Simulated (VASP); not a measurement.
# Ni (Im-3m) in VASP: further runs, part 2 of 2

VASP 6.6.1. Earlier steps stand in the parts before.

## Step 5: Single point, RPBE, collinear spin, ferromagnetic start (10.86 Å³/atom)

This run uses another cell than the first one, of 10.86 Å³/atom.

INCAR

```
ALGO = Normal
EDIFF = 1E-6
ENCUT = 520
GGA = RP
ISIF = 2
ISMEAR = -1
ISPIN = 2
LASPH = True
LCHARG = True
LELF = True
LMAXMIX = 4
LORBIT = 11
LREAL = False
LVHAR = True
LWAVE = False
MAGMOM = 0.612
NBANDS = 15
NELM = 150
PREC = Accurate
SIGMA = 0.05
```

KPOINTS

```
k-points
0
Gamma
  18 18 18
```

POSCAR

```
Ni
1.0
   -1.3950112960      1.3950112960      1.3950112960
    1.3950112960     -1.3950112960      1.3950112960
    1.3950112960      1.3950112960     -1.3950112960
Ni
1
Direct
    0.0000000000      0.0000000000      0.0000000000
```

Potentials or basis: VASP PAW PBE potentials, release 64 (Ni).

On the command line:

```
cat potpaw_PBE.64/Ni/POTCAR > POTCAR
mpirun -np 1 vasp_std > vasp.out
```

OUTCAR:

```text
EDIFF = 1E-6
   ENCUT = 520
   GGA = RP
   ISIF = 2
   ISMEAR = -1
   ISPIN = 2
   LASPH = True
   LORBIT = 11
   LREAL = False
   NELM = 150
   PREC = Accurate

 ion  position               nearest neighbor table
   1  0.000  0.000  0.000-

  LATTYP: Found a body centered cubic cell.
 ALAT       =     2.7900225920

  Lattice vectors:

 A1 = (  -1.3950112960,   1.3950112960,   1.3950112960)
 A2 = (   1.3950112960,  -1.3950112960,   1.3950112960)
 A3 = (   1.3950112960,   1.3950112960,  -1.3950112960)

Analysis of symmetry for initial positions (statically):
=====================================================================
 Subroutine PRICEL returns:
 Original cell was already a primitive cell.

 Routine SETGRP: Setting up the symmetry group for a
 body centered cubic supercell.

 Subroutine GETGRP returns: Found 48 space group operations
 (whereof 48 operations were pure point group operations)
 out of a pool of 48 trial point group operations.

The static configuration has the point symmetry O_h .

Analysis of symmetry for dynamics (positions and initial velocities):
=====================================================================
 Subroutine PRICEL returns:
 Original cell was already a primitive cell.

 Routine SETGRP: Setting up the symmetry group for a
 body centered cubic supercell.

 Subroutine GETGRP returns: Found 48 space group operations
 (whereof 48 operations were pure point group operations)
 out of a pool of 48 trial point group operations.

The dynamic configuration has the point symmetry O_h .

Analysis of structural, dynamic, and magnetic symmetry:
=====================================================================
 Subroutine PRICEL returns:
 Original cell was already a primitive cell.

 Routine SETGRP: Setting up the symmetry group for a
 body centered cubic supercell.

 Subroutine GETGRP returns: Found 48 space group operations
 (whereof 48 operations were pure point group operations)
 out of a pool of 48 trial point group operations.

The overall configuration has the point symmetry O_h .

 Subroutine INISYM returns: Found 48 space group operations
 (whereof 48 operations are pure point group operations),
 and found     1 'primitive' translations

----------------------------------------------------------------------------------------

                                     Primitive cell

  volume of cell :      10.8591

  direct lattice vectors                    reciprocal lattice vectors
    -1.395011296  1.395011296  1.395011296     0.000000000  0.358420037  0.358420037
     1.395011296 -1.395011296  1.395011296     0.358420037  0.000000000  0.358420037
     1.395011296  1.395011296 -1.395011296     0.358420037  0.358420037  0.000000000

  length of vectors
     2.416230442  2.416230442  2.416230442     0.506882477  0.506882477  0.506882477

  position of ions in fractional coordinates (direct lattice)
     0.000000000  0.000000000  0.000000000

  ion indices of the primitive-cell ions
   primitive index   ion index
                 1           1

----------------------------------------------------------------------------------------

 KPOINTS: k-points

Automatic generation of k-mesh.
 Grid dimensions read from file:
 generate k-points for:   18   18   18

 Generating k-lattice:

  Cartesian coordinates                     Fractional coordinates (reciprocal lattice)
[... 71 lines left out ...]
   NELECT =      10.0000    total number of electrons
   NUPDOWN=      -1.0000    fix difference up-down
   EMIN   =  10.00;   EMAX   =-10.00  energy-range for DOS
   EFERMI =   0.00;   METHOD = LEGACY
   ISMEAR =    -1;   SIGMA  =   0.05  broadening in eV -4-tet -1-fermi 0-gaus
   EFERMI_NEDOS =   21; number of points for ismear=-14 and -15
   IALGO  =     38    algorithm
   IMIX   =      4    mixing-type and parameters
     AMIX     =   0.40;   BMIX     =  1.00
     AMIX_MAG =   1.60;   BMIX_MAG =  1.00
  volume/ion in A,a.u.               =      10.86        73.28
  Fermi-wavevector in a.u.,A,eV,Ry     =   1.592736  3.009834 34.515365  2.536808
  Thomas-Fermi vector in A             =   2.691075
   LORBIT       =     11    0 simple, 1 ext, 2 COOP (PROOUT), +10 PAW based schemes
   GGA     = RP    functional components
   LHFCALC =     F    Hartree Fock is set to
   AEXX    =    0.0000 exact exchange contribution
   IVDW    =     0    specifies the selected vdW correction
   LEPSILON=     F    determine dielectric tensor
   LRPA    =     F    only Hartree local field effects (RPA)
 spin polarized calculation
  energy-cutoff  :      520.00
  volume of cell :       10.86
 maximum number of plane-waves:       321
 NGX is ok and might be reduce to    18
   NGX =  9   NGY =  9   NGZ =  9

 number of electron      10.0000000 magnetization       0.6120000

 number of electron       9.9999989 magnetization       0.5650410

 Free energy of the ion-electron system (eV)
  ---------------------------------------------------
  ext. energy  EPLUGINS =         0.00000000
  ---------------------------------------------------
  free energy    TOTEN  =        -4.85724286 eV

  energy without entropy =       -4.84410074  energy(sigma->0) =       -4.85067180

 E-fermi :   9.4253     XC(G=0): -13.1377

 val. band max:        9.4236701567   @ k =  -0.2778   0.3889   0.1667
 cond. band min:       9.4295184549   @ k =   0.5000   0.5000   0.3889
 fundamental gap:      0.0058482982
 Fermi energy:         9.4253382866

 spin component 1

 k-point     1 :       0.0000    0.0000    0.0000
  band No.  band energies     occupation
      1       0.5422      1.00000
      2       7.1175      1.00000
      3       7.1175      1.00000
      4       7.1175      1.00000
      5       8.5356      1.00000
      6       8.5356      1.00000
      7      35.8693      0.00000
      8      35.8693      0.00000
      9      35.8693      0.00000
     10      40.7877      0.00000
     11      40.7877      0.00000
     12      41.9245      0.00000
     13      41.9245      0.00000
     14      41.9245      0.00000
[... 403 lines left out ...]
      4       8.4228      1.00000
      5       8.8561      0.99999
      6      10.7087      0.00000
      7      16.8995      0.00000
      8      25.7492      0.00000
      9      29.1477      0.00000
     10      34.9697      0.00000
     11      39.7241      0.00000
     12      43.3195      0.00000
     13      48.8994      0.00000
     14      52.4894      0.00000
     15      55.6602      0.00000

 [... further k-points ...]

 spin component 2

 k-point     1 :       0.0000    0.0000    0.0000
  band No.  band energies     occupation
      1       0.5055      1.00000
      2       7.8252      1.00000
      3       7.8252      1.00000
      4       7.8252      1.00000
      5       9.0321      0.99962
      6       9.0321      0.99962
      7      35.7371      0.00000
      8      35.7371      0.00000
      9      35.7371      0.00000
     10      40.6845      0.00000
     11      40.6845      0.00000
     12      42.1030      0.00000
     13      42.1030      0.00000
     14      42.1030      0.00000
[... 403 lines left out ...]
      4       9.0028      0.99979
      5       9.4349      0.45231
      6      11.1237      0.00000
      7      17.1790      0.00000
      8      25.8000      0.00000
      9      29.1792      0.00000
     10      35.0070      0.00000
     11      39.7812      0.00000
     12      43.2772      0.00000
     13      48.9907      0.00000
     14      52.5203      0.00000
     15      56.7598      0.00000

 [... further k-points ...]

------------------------ aborting loop because EDIFF is reached ----------------------------------------

  FORCE on cell =-STRESS in cart. coord.  units (eV):
  Direction    XX          YY          ZZ          XY          YZ          ZX
  --------------------------------------------------------------------------------------
  -------------------------------------------------------------------------------------
  Total        0.5364668      0.5364668      0.5364668      0.0000000      0.0000000     -0.0000000
  in kB       79.1517072     79.1517072     79.1517072      0.0000000      0.0000000     -0.0000000
  external PRESSURE =      79.1517072 kB  Pullay stress =       0.0000000 kB

 VOLUME and BASIS-vectors are now :
 -----------------------------------------------------------------------------
  energy-cutoff  :      520.00
  volume of cell :       10.86
      direct lattice vectors                 reciprocal lattice vectors
    -1.395011296  1.395011296  1.395011296     0.000000000  0.358420037  0.358420037
     1.395011296 -1.395011296  1.395011296     0.358420037  0.000000000  0.358420037
     1.395011296  1.395011296 -1.395011296     0.358420037  0.358420037  0.000000000

 POSITION                                       TOTAL-FORCE (eV/Angst)
 -----------------------------------------------------------------------------------
      0.00000      0.00000      0.00000         0.000000     -0.000000      0.000000
 -----------------------------------------------------------------------------------
    total drift:                                0.000000      0.000000      0.000000

  FREE ENERGIE OF THE ION-ELECTRON SYSTEM (eV)
  ---------------------------------------------------
  free  energy   TOTEN  =        -4.8572428646 eV

  energy  without entropy=       -4.8441007437  energy(sigma->0) =       -4.85067180

 total charge

# of ion       s       p       d       tot
------------------------------------------
    1        0.491   0.490   8.331   9.311

 magnetization (x)

# of ion       s       p       d       tot
------------------------------------------
    1       -0.005  -0.019   0.599   0.575
```

stdout:

```text
POSCAR found type information on POSCAR Ni
 POSCAR found :  1 types and       1 ions
 scaLAPACK will be used
 -----------------------------------------------------------------------------
|                                                                             |
|                                                                             |
|     You enforced a specific xc type in the INCAR file but a different       |
|     I HOPE YOU KNOW WHAT YOU ARE DOING!                                     |
|                                                                             |
 -----------------------------------------------------------------------------

 LDA part: xc-table for (Slater+PW92), standard interpolation
 POSCAR, INCAR and KPOINTS ok, starting setup
 FFT: planning ... GRIDC
 FFT: planning ... GRID_SOFT
 FFT: planning ... GRID
 WAVECAR not read
 entering main loop
```

It took 100 s on 1 thread of Intel Xeon 8259CL, shared host; peak memory 0.16 GiB.

What came out:

| Quantity | Value |
| --- | --- |
| Free energy | -4.8572 eV |
| Pressure | 7.9 GPa |
| Net moment | 0.57 μB per cell |
| Site moments | Ni +0.57 μB |
| Valence electrons inside the program's atomic spheres | Ni 9.31 |

Levels at points of the mesh, in eV from the Fermi level:
Spin up:
```
           k point  band 1  band 2  band 3  band 4  band 5  band 6  band 7  band 8  band 9  band 10
(0.00, 0.00, 0.00)   -8.88   -2.31   -2.31   -2.31   -0.89   -0.89   26.44   26.44   26.44    31.36
(0.50, 0.00, 0.00)   -4.61   -3.22   -0.97   -0.74   -0.08    0.28    6.51   19.13   20.14    23.81
(0.50, 0.50, 0.50)   -4.19   -4.19   -0.30   -0.30   -0.30    9.83    9.83    9.83   15.65    15.65
```
Spin down:
| k point | band 2 | band 3 | band 4 | band 5 | band 6 | band 7 | band 8 | band 9 |
| --- | --- | --- | --- | --- | --- | --- | --- | --- |
| (0.00, 0.00, 0.00) | -1.60 | -1.60 | -1.60 | -0.39 | -0.39 | 26.31 | 26.31 | 26.31 |
| (0.50, 0.00, 0.00) | -2.58 | -0.40 | -0.23 | 0.22 | 0.73 | 6.86 | 19.03 | 20.23 |
| (0.50, 0.50, 0.50) | -3.86 | 0.50 | 0.50 | 0.50 | 9.84 | 9.84 | 9.84 | 15.73 |

Caveat: the cell stands under pressure; the PAW data sets were made with another functional, which shifts forces and pressure a little.

## Step 6: Single point, RPBE, collinear spin, ferromagnetic start (11.31 Å³/atom)

INCAR

```
ALGO     = Normal         # electronic algorithm
EDIFF    = 1E-7           # SCF threshold, eV
ENCUT    = 520            # plane-wave cutoff, eV
GGA      = RP             # functional
ISIF     = 2              # what is computed and relaxed
ISMEAR   = -1             # smearing method
ISPIN    = 2              # spin polarisation
LASPH    = True           # aspherical terms in the spheres
LCHARG   = False          # write CHGCAR
LMAXMIX  = 4              # l up to which the mixer works
LORBIT   = 11             # projections on sites
LREAL    = False          # projectors in reciprocal space
LWAVE    = False          # write WAVECAR
MAGMOM   = 0.612          # initial moments
NBANDS   = 15             # bands
NELM     = 150            # most SCF steps
PREC     = Accurate       # precision mode
SIGMA    = 0.05           # smearing width, eV
```

KPOINTS is that of step 5.

POSCAR

```
Ni
1.0
   -1.4141234147      1.4141234147      1.4141234147
    1.4141234147     -1.4141234147      1.4141234147
    1.4141234147      1.4141234147     -1.4141234147
Ni
1
Direct
    0.0000000000      0.0000000000      0.0000000000
```

Potentials or basis: VASP PAW PBE potentials, release 64 (Ni).

On the command line:

```
cat potpaw_PBE.64/Ni/POTCAR > POTCAR
mpirun -np 1 vasp_std > vasp.out
```

It took 1.8 min on 1 thread of Intel Xeon 8259CL, shared host; peak memory 0.17 GiB.

Results (log left out):

```
Free energy                                           : -4.8685 eV
Pressure                                              : 0.2 GPa
Net moment                                            : 0.58 μB per cell
Site moments                                          : Ni +0.59 μB
Valence electrons inside the program's atomic spheres : Ni 9.24
```

Levels at points of the mesh, in eV from the Fermi level:
Spin up:
```
           k point  band 1  band 2  band 3  band 4  band 5  band 6  band 7  band 8  band 9  band 10
(0.00, 0.00, 0.00)   -8.61   -2.23   -2.23   -2.23   -0.88   -0.88   26.01   26.01   26.01    30.66
(0.50, 0.00, 0.00)   -4.40   -3.08   -0.96   -0.74   -0.13    0.33    6.20   18.75   19.54    23.20
(0.50, 0.50, 0.50)   -3.97   -3.97   -0.34   -0.34   -0.34    9.58    9.58    9.58   15.25    15.25
```
Spin down:
```tsv
k point	band 1	band 2	band 3	band 4	band 5	band 6	band 7	band 8	band 9	band 10
(0.00, 0.00, 0.00)	-8.66	-1.50	-1.50	-1.50	-0.37	-0.37	25.87	25.87	25.87	30.55
(0.50, 0.00, 0.00)	-4.03	-2.42	-0.37	-0.22	0.26	0.70	6.55	18.65	19.62	23.30
(0.50, 0.50, 0.50)	-3.64	-3.64	0.48	0.48	0.48	9.58	9.58	9.58	15.32	15.32
```

Caveat: the PAW data sets were made with another functional, which shifts forces and pressure a little.

## Step 7: Overview

```csv
cell,k mesh,gap on the mesh (eV),pressure (GPa),moment (μB)
"a = 2.449 Å, angles 109.5°, 1 atom",16 × 16 × 16,none,0.1,0.56
"a = 2.347 Å, angles 109.5°, 1 atom",18 × 18 × 18,none,30.2,0.52
"a = 2.382 Å, angles 109.5°, 1 atom",18 × 18 × 18,none,17.8,0.55
"a = 2.416 Å, angles 109.5°, 1 atom",18 × 18 × 18,none,7.9,0.57
"a = 2.449 Å, angles 109.5°, 1 atom",18 × 18 × 18,none,0.2,0.58
```

Alike in all rows: task single point; level RPBE; potentials or basis VASP PAW PBE potentials, release 64 (Ni); spin collinear, ferromagnetic start; cutoff (eV) 520; smearing fermi-dirac 0.05 eV.

Caveats: the PAW data sets were made with another functional, which shifts forces and pressure a little; the cell stands under pressure (at least some runs).

Total energies depend on the potentials used, so only differences within one code and one set of settings carry meaning.
